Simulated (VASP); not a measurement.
# Na2Zr (Fm-3m) in VASP: notebook

The runs below take Na2Zr through single point, relaxation of cell and atoms, with PBE.

All numbers are computed with VASP 6.6.1; they aren't measurements. Logs are shortened: lines on timing, memory, paths and dates and some standing lists are left out, and cuts for length are marked.

### Step 1. The cell of the first run

The structure is cubic, space group Fm-3m (No. 225). Conventional cell: a = 7.555 Å, b = 7.555 Å, c = 7.555 Å, α = 90.00°, β = 90.00°, γ = 90.00°. Na (site symmetry -43m) has 4 Zr at 3.27 Å and 6 Na at 3.78 Å within 4.3 Å. Zr (site symmetry m-3m) has 8 Na at 3.27 Å within 4.3 Å.

### Step 2. Single point, PBE

The input, INCAR:

```
SYSTEM = Na2Zr
  ALGO = Fast
  EDIFF = 1E-6
  ENCUT = 520
  GGA = PE
  ISIF = 2
  ISMEAR = 0
  LASPH = .True.
  LCHARG = .False.
  LREAL = .False.
  LWAVE = .False.
  NBANDS = 20
  NELM = 80
  PREC = Accurate
  SIGMA = 0.1
```

The input, KPOINTS:

```
k-points
0
Gamma
  10 10 10
  0 0 0
```

The input, POSCAR:

```
Na2Zr
1.0
    0.0000000000      3.7776695381      3.7776695381
    3.7776695381      0.0000000000      3.7776695381
    3.7776695381      3.7776695381      0.0000000000
Na Zr
2 1
Direct
    0.2500000000      0.2500000000      0.2500000000
    0.7500000000      0.7500000000      0.7500000000
    0.0000000000      0.0000000000      0.0000000000
```

Potentials or basis: VASP PAW PBE potentials, release 64 (Na_pv, Zr_sv).

Launch:

```console
> cat potpaw_PBE.64/Na_pv/POTCAR potpaw_PBE.64/Zr_sv/POTCAR > POTCAR
> mpirun -np 1 vasp_std > vasp.out
```

OUTCAR:

```text
SYSTEM = Na2Zr
   EDIFF = 1E-6
   ENCUT = 520
   GGA = PE
   ISIF = 2
   ISMEAR = 0
   LASPH = .True.
   LREAL = .False.
   NELM = 80
   PREC = Accurate

 ion  position               nearest neighbor table
   1  0.250  0.250  0.250-   3 3.27   3 3.27   3 3.27   3 3.27
   2  0.750  0.750  0.750-   3 3.27   3 3.27   3 3.27   3 3.27
   3  0.000  0.000  0.000-   2 3.27   2 3.27   2 3.27   1 3.27   2 3.27   1 3.27   1 3.27   1 3.27

  LATTYP: Found a face centered cubic cell.
 ALAT       =     7.5553390762

  Lattice vectors:

 A1 = (   0.0000000000,   3.7776695381,   3.7776695381)
 A2 = (   3.7776695381,   0.0000000000,   3.7776695381)
 A3 = (   3.7776695381,   3.7776695381,   0.0000000000)

Analysis of symmetry for initial positions (statically):
=====================================================================
 Subroutine PRICEL returns:
 Original cell was already a primitive cell.

 Routine SETGRP: Setting up the symmetry group for a
 face centered cubic supercell.

 Subroutine GETGRP returns: Found 48 space group operations
 (whereof 48 operations were pure point group operations)
 out of a pool of 48 trial point group operations.

The static configuration has the point symmetry O_h .

Analysis of symmetry for dynamics (positions and initial velocities):
=====================================================================
 Subroutine PRICEL returns:
 Original cell was already a primitive cell.

 Routine SETGRP: Setting up the symmetry group for a
 face centered cubic supercell.

 Subroutine GETGRP returns: Found 48 space group operations
 (whereof 48 operations were pure point group operations)
 out of a pool of 48 trial point group operations.

The dynamic configuration has the point symmetry O_h .

 Subroutine INISYM returns: Found 48 space group operations
 (whereof 48 operations are pure point group operations),
 and found     1 'primitive' translations

----------------------------------------------------------------------------------------

                                     Primitive cell

  volume of cell :     107.8206

  direct lattice vectors                    reciprocal lattice vectors
     0.000000000  3.777669538  3.777669538    -0.132356733  0.132356733  0.132356733
     3.777669538  0.000000000  3.777669538     0.132356733 -0.132356733  0.132356733
     3.777669538  3.777669538  0.000000000     0.132356733  0.132356733 -0.132356733

  length of vectors
     5.342431495  5.342431495  5.342431495     0.229248587  0.229248587  0.229248587

  position of ions in fractional coordinates (direct lattice)
     0.250000000  0.250000000  0.250000000
     0.750000000  0.750000000  0.750000000
     0.000000000  0.000000000  0.000000000

  ion indices of the primitive-cell ions
   primitive index   ion index
                 1           1
                 2           2
                 3           3

----------------------------------------------------------------------------------------

 KPOINTS: k-points

Automatic generation of k-mesh.
 Grid dimensions read from file:
 generate k-points for:   10   10   10

 Generating k-lattice:

  Cartesian coordinates                     Fractional coordinates (reciprocal lattice)
    -0.013235673  0.013235673  0.013235673     0.100000000  0.000000000  0.000000000
     0.013235673 -0.013235673  0.013235673     0.000000000  0.100000000  0.000000000
     0.013235673  0.013235673 -0.013235673     0.000000000  0.000000000  0.100000000

  Length of vectors
     0.022924859  0.022924859  0.022924859

  Shift w.r.t. Gamma in fractional coordinates (k-lattice)
     0.000000000  0.000000000  0.000000000

 Subroutine IBZKPT returns following result:
 ===========================================

 Found     47 irreducible k-points:

 Following reciprocal coordinates:
            Coordinates               Weight
  0.000000  0.000000  0.000000      1.000000
  0.100000  0.000000  0.000000      8.000000
  0.200000  0.000000  0.000000      8.000000
  0.300000  0.000000  0.000000      8.000000
  0.400000  0.000000  0.000000      8.000000
  0.500000  0.000000  0.000000      4.000000
[... 16 lines left out ...]
  0.300000  0.300000  0.000000      6.000000
  0.400000  0.300000  0.000000     24.000000
 [... further k-points ...]
   k-points           NKPTS =     47   k-points in BZ     NKDIM =     47   number of bands    NBANDS=     20
   number of dos      NEDOS =    301   number of ions     NIONS =      3
   total plane-waves  NPLWV =  64000
   dimension x,y,z NGX =    40 NGY =   40 NGZ =   40
   dimension x,y,z NGXF=    80 NGYF=   80 NGZF=   80
   ions per type =               2   1
   NGX,Y,Z   is equivalent  to a cutoff of  12.45, 12.45, 12.45 a.u.
   NGXF,Y,Z  is equivalent  to a cutoff of  24.89, 24.89, 24.89 a.u.
 SYSTEM =  Na2Zr
   PREC   = accura    normal or accurate (medium, high low for compatibility)
   ISTART =      0    job   : 0-new  1-cont  2-samecut
   ICHARG =      2    charge: 1-file 2-atom 10-const
   ISPIN  =      1    spin polarized calculation?
   LNONCOLLINEAR =      F non collinear calculations
   LSORBIT =      F    spin-orbit coupling
   LASPH  =      T    aspherical Exc in radial PAW
   ENCUT  =  520.0 eV  38.22 Ry    6.18 a.u.   9.93  9.93  9.93*2*pi/ulx,y,z
   NELM   =     80;   NELMIN=  2; NELMDL= -5     # of ELM steps
   EDIFF  = 0.1E-05   stopping-criterion for ELM
   LREAL  =      F    real-space projection
   EDIFFG = 0.1E-04   stopping-criterion for IOM
   NSW    =      0    number of steps for IOM
   IBRION =     -1    ionic relax: 0-MD 1-quasi-New 2-CG
   NFREE  =      0    steps in history (QN), initial steepest desc. (CG)
   ISIF   =      2    stress and relaxation
   ISYM   =      2    0-nonsym 1-usesym 2-fastsym
   POTIM  = 0.5000    time-step for ionic-motion
   TEBEG  =    0.0;   TEEND  =   0.0 temperature during run
   PSTRESS=    0.0 pullay stress
   NELECT =      26.0000    total number of electrons
   NUPDOWN=      -1.0000    fix difference up-down
   EMIN   =  10.00;   EMAX   =-10.00  energy-range for DOS
   EFERMI =   0.00;   METHOD = LEGACY
   ISMEAR =     0;   SIGMA  =   0.10  broadening in eV -4-tet -1-fermi 0-gaus
   EFERMI_NEDOS =   21; number of points for ismear=-14 and -15
   IALGO  =     68    algorithm
   IMIX   =      4    mixing-type and parameters
     AMIX     =   0.40;   BMIX     =  1.00
     AMIX_MAG =   1.60;   BMIX_MAG =  1.00
  volume/ion in A,a.u.               =      35.94       242.54
  Fermi-wavevector in a.u.,A,eV,Ry     =   1.018979  1.925591 14.127182  1.038319
  Thomas-Fermi vector in A             =   2.152467
   LORBIT       =      0    0 simple, 1 ext, 2 COOP (PROOUT), +10 PAW based schemes
   GGA     = PE    functional components
   LHFCALC =     F    Hartree Fock is set to
   AEXX    =    0.0000 exact exchange contribution
   IVDW    =     0    specifies the selected vdW correction
   LEPSILON=     F    determine dielectric tensor
   LRPA    =     F    only Hartree local field effects (RPA)
 non-spin polarized calculation
 RMM-DIIS sequential band-by-band and
 Gauss-broadening in eV      SIGMA  =   0.10
  energy-cutoff  :      520.00
  volume of cell :      107.82
 maximum number of plane-waves:      2924
   NGX = 19   NGY = 19   NGZ = 19

 number of electron      25.9999989 magnetization

 Free energy of the ion-electron system (eV)
  ---------------------------------------------------
  ext. energy  EPLUGINS =         0.00000000
  ---------------------------------------------------
  free energy    TOTEN  =        -6.74185901 eV

  energy without entropy =       -6.70206299  energy(sigma->0) =       -6.72196100

 E-fermi :   1.4817     XC(G=0):  -7.4455

 val. band max:        1.4813961721   @ k =   0.2000   0.0000   0.0000
 cond. band min:       1.4834153602   @ k =   0.5000   0.0000   0.0000
 fundamental gap:      0.0020191881
 Fermi energy:         1.4817451981

 k-point     1 :       0.0000    0.0000    0.0000
  band No.  band energies     occupation
      1     -48.5100      2.00000
      2     -26.5117      2.00000
      3     -26.5117      2.00000
      4     -26.5117      2.00000
      5     -22.4239      2.00000
      6     -22.4239      2.00000
[... 12 lines left out ...]
     19       5.7320      0.00000
     20       8.0844      0.00000

 k-point     2 :       0.1000    0.0000    0.0000
  band No.  band energies     occupation
      1     -48.5100      2.00000
      2     -26.5118      2.00000
      3     -26.5117      2.00000
      4     -26.5117      2.00000
      5     -22.4235      2.00000
      6     -22.4234      2.00000
[... 12 lines left out ...]
     19       5.6747      0.00000
     20       7.8935      0.00000

 k-point     3 :       0.2000    0.0000    0.0000
  band No.  band energies     occupation
      1     -48.5100      2.00000
      2     -26.5123      2.00000
      3     -26.5119      2.00000
      4     -26.5119      2.00000
      5     -22.4222      2.00000
      6     -22.4222      2.00000
[... 12 lines left out ...]
     19       5.4912      0.00000
     20       7.5375      0.00000

 k-point     4 :       0.3000    0.0000    0.0000
  band No.  band energies     occupation
      1     -48.5100      2.00000
      2     -26.5130      2.00000
      3     -26.5121      2.00000
      4     -26.5121      2.00000
      5     -22.4204      2.00000
      6     -22.4204      2.00000
[... 12 lines left out ...]
     19       5.2088      0.00000
     20       7.1904      0.00000

 k-point     5 :       0.4000    0.0000    0.0000
  band No.  band energies     occupation
      1     -48.5100      2.00000
      2     -26.5134      2.00000
      3     -26.5123      2.00000
      4     -26.5123      2.00000
      5     -22.4181      2.00000
      6     -22.4181      2.00000
[... 12 lines left out ...]
     19       4.9426      0.00000
     20       6.9283      0.00000
[... 353 lines left out ...]
      6     -22.4174      2.00000
[... 12 lines left out ...]
     19       4.9767      0.00000
     20       6.7449      0.00000

 k-point    22 :      -0.2000    0.2000    0.0000
  band No.  band energies     occupation
      1     -48.5100      2.00000
      2     -26.5129      2.00000
      3     -26.5125      2.00000
      4     -26.5121      2.00000
      5     -22.4240      2.00000
      6     -22.4180      2.00000
[... 12 lines left out ...]
     19       5.4110      0.00000
     20       6.9949      0.00000

 k-point    23 :       0.3000    0.3000    0.0000
  band No.  band energies     occupation
      1     -48.5100      2.00000
      2     -26.5127      2.00000
      3     -26.5127      2.00000
      4     -26.5125      2.00000
      5     -22.4235      2.00000
      6     -22.4235      2.00000
[... 12 lines left out ...]
     19       4.1001      0.00000
     20       6.2471      0.00000

 k-point    24 :       0.4000    0.3000    0.0000
  band No.  band energies     occupation
      1     -48.5100      2.00000
      2     -26.5130      2.00000
      3     -26.5129      2.00000
      4     -26.5127      2.00000
      5     -22.4237      2.00000
      6     -22.4230      2.00000
[... 12 lines left out ...]
     19       3.8659      0.00000
     20       6.2349      0.00000

 [... further k-points ...]
[... 5 lines left out ...]
  --------------------------------------------------------------------------------------
  -------------------------------------------------------------------------------------
  Total        0.0017630      0.0017630      0.0017630     -0.0000000      0.0000000     -0.0000000
  in kB        0.0261977      0.0261977      0.0261977     -0.0000000      0.0000000     -0.0000000
  external PRESSURE =       0.0261977 kB  Pullay stress =       0.0000000 kB

 VOLUME and BASIS-vectors are now :
 -----------------------------------------------------------------------------
  energy-cutoff  :      520.00
  volume of cell :      107.82
      direct lattice vectors                 reciprocal lattice vectors
     0.000000000  3.777669538  3.777669538    -0.132356733  0.132356733  0.132356733
     3.777669538  0.000000000  3.777669538     0.132356733 -0.132356733  0.132356733
     3.777669538  3.777669538  0.000000000     0.132356733  0.132356733 -0.132356733

 POSITION                                       TOTAL-FORCE (eV/Angst)
 -----------------------------------------------------------------------------------
      1.88883      1.88883      1.88883        -0.000000     -0.000000     -0.000000
      5.66650      5.66650      5.66650         0.000000      0.000000      0.000000
      0.00000      0.00000      0.00000        -0.000000     -0.000000     -0.000000
 -----------------------------------------------------------------------------------
    total drift:                               -0.000000     -0.000000      0.000000

  FREE ENERGIE OF THE ION-ELECTRON SYSTEM (eV)
  ---------------------------------------------------
  free  energy   TOTEN  =        -6.7418590121 eV

  energy  without entropy=       -6.7020629870  energy(sigma->0) =       -6.72196100
```

It took 90 s on 1 thread of Intel Xeon 6975P-C (Granite Rapids), shared host; peak memory 0.29 GiB.

What came out:

* Free energy: -6.7419 eV
* Pressure: 0.0 GPa
* Band gap on the k mesh: zero (bands 13 and 14 overlap by 0.42 eV)

Levels at points of the mesh, in eV from the Fermi level:
```
           k point  band 10  band 11  band 12  band 13  band 14  band 15  band 16  band 17
(0.00, 0.00, 0.00)   -23.89    -3.49    -0.08    -0.08    -0.08     0.46     0.46     4.25
(0.50, 0.00, 0.00)   -23.90    -1.98    -0.84     0.00     0.00     0.51     0.66     0.66
(0.50, 0.50, 0.00)   -23.89    -1.27    -0.58    -0.44     0.38     0.63     0.63     0.78
```

### Step 3. Relaxation of cell and atoms, PBE

This run uses another cell than the first one, of 35.65 Å³/atom.

The input, INCAR:

```
SYSTEM = Na2Zr
PREC = Accurate
ENCUT = 600
EDIFF = 1E-7
ISMEAR = 0
SIGMA = 0.1
LREAL = .FALSE.
LASPH = .TRUE.
NELM = 100
ALGO = Normal
ISIF = 3
LWAVE = .FALSE.
LCHARG = .FALSE.
GGA = PE
IBRION = 2
NSW = 100
EDIFFG = -0.01
```

The input, KPOINTS:

```
Automatic mesh
0
G
  10 10 10
  0 0 0
```

The input, POSCAR:

```
Na2Zr
1.0
    0.0000000000      3.7675834025      3.7675834025
    3.7675834025      0.0000000000      3.7675834025
    3.7675834025      3.7675834025      0.0000000000
Na Zr
2 1
Direct
    0.2500000000      0.2500000000      0.2500000000
    0.7500000000      0.7500000000      0.7500000000
    0.0000000000      0.0000000000      0.0000000000
```

Potentials or basis: VASP PAW PBE potentials, release 64 (Na_pv, Zr_sv).

Launch:

```console
> cat potpaw_PBE.64/Na_pv/POTCAR potpaw_PBE.64/Zr_sv/POTCAR > POTCAR
> mpirun -np 1 vasp_std > vasp.out
```

It took 2.3 min on 1 thread of Intel Xeon 6975P-C (Granite Rapids), shared host; peak memory 0.39 GiB.

The run converged. Its results:

- Free energy: -6.7415 eV
- Relaxed volume: 35.88 Å³/atom
- Relaxed cell: a = 5.340 Å, b = 5.340 Å, c = 5.340 Å, α = 60.00°, β = 60.00°, γ = 60.00°
- Space group after relaxing (to 0.1 Å): Fm-3m (No. 225)
- Energy gained by relaxing: 0.1 meV/atom
- Ionic steps: 3
- Pressure after relaxing: 0.0 GPa
- Band gap on the k mesh: zero (bands 13 and 14 overlap by 0.42 eV)

Step by step:
| step | energy change (eV) | largest force (eV/Å) | pressure (GPa) | volume (Å³) |
| --- | --- | --- | --- | --- |
| 1 | 0.0000 | 0.0000 | 0.11 | 106.96 |
| 2 | -0.0002 | 0.0000 | 0.06 | 107.33 |
| 3 | -0.0003 | 0.0000 | 0.02 | 107.64 |

Final structure:
```yaml
crystal:
  lattice:
    - [0.00000, 3.77561, 3.77561]
    - [3.77561, 0.00000, 3.77561]
    - [3.77561, 3.77561, 0.00000]
  atoms:
    - { symbol: Na, position: [0.25000, 0.25000, 0.25000] }
    - { symbol: Na, position: [0.75000, 0.75000, 0.75000] }
    - { symbol: Zr, position: [0.00000, 0.00000, 0.00000] }
```

Levels at points of the mesh, in eV from the Fermi level:
```
           k point  band 9  band 10  band 11  band 12  band 13  band 14  band 15  band 16  band 17
(0.00, 0.00, 0.00)  -23.89   -23.89    -3.50    -0.08    -0.08    -0.08     0.46     0.46     4.26
(0.50, 0.00, 0.00)  -23.90   -23.90    -1.98    -0.85     0.00     0.00     0.51     0.66     0.66
(0.50, 0.50, 0.00)  -23.89   -23.89    -1.27    -0.58    -0.44     0.38     0.63     0.63     0.78
```
